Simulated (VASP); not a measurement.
A run of VASP 6.6.1 is set up as follows.

The input INCAR:

```
SYSTEM = Sb
ALGO = Normal
EDIFF = 1E-8
ENCUT = 520
GGA = PS
ISIF = 2
ISMEAR = -1
LASPH = .TRUE.
LCHARG = .FALSE.
LEFG = .TRUE.
LREAL = .FALSE.
LWAVE = .FALSE.
NBANDS = 8
NELM = 100
PREC = Accurate
SIGMA = 0.05
```

Contents of KPOINTS:

```
k-points
0
G
  19 19 19
  0 0 0
```

POSCAR

```
Sb
1.0
   -1.4452250000      1.5196250000      2.4800000000
    1.5196250000     -1.4452250000      2.4800000000
    1.4903750000      1.4903750000     -2.4348500000
Sb
1
Direct
    0.0000000000      0.0000000000      0.0000000000
```

Potentials or basis: VASP PAW PBE potentials, release 64 (Sb).

Run with:

```bash
$ cat potpaw_PBE.64/Sb/POTCAR > POTCAR
$ mpirun -np 1 vasp_std > vasp.out
```

**Question.** Estimate the pressure.

**Answer.** 15.5 GPa.

**Question.** Estimate the band gap on the k mesh.

**Answer.** Zero (an odd number of electrons rules out a gap without spin polarisation).

Stress tensor (GPa, compression positive):
```
15.97  1.12  0.21
 1.12 15.97  0.21
 0.21  0.21 14.66
```

Caveat: the cell differs from its parent crystal (equal xy, yz and zx shear strains of +3 %); the cell stands under pressure; without QUAD_EFG the Cq values of the log hold for a quadrupole moment of 1 mb, not for the nuclei; the PAW data sets were made with another functional, which shifts forces and pressure a little; spin-orbit coupling is left out, which moves the levels of the heavy elements.
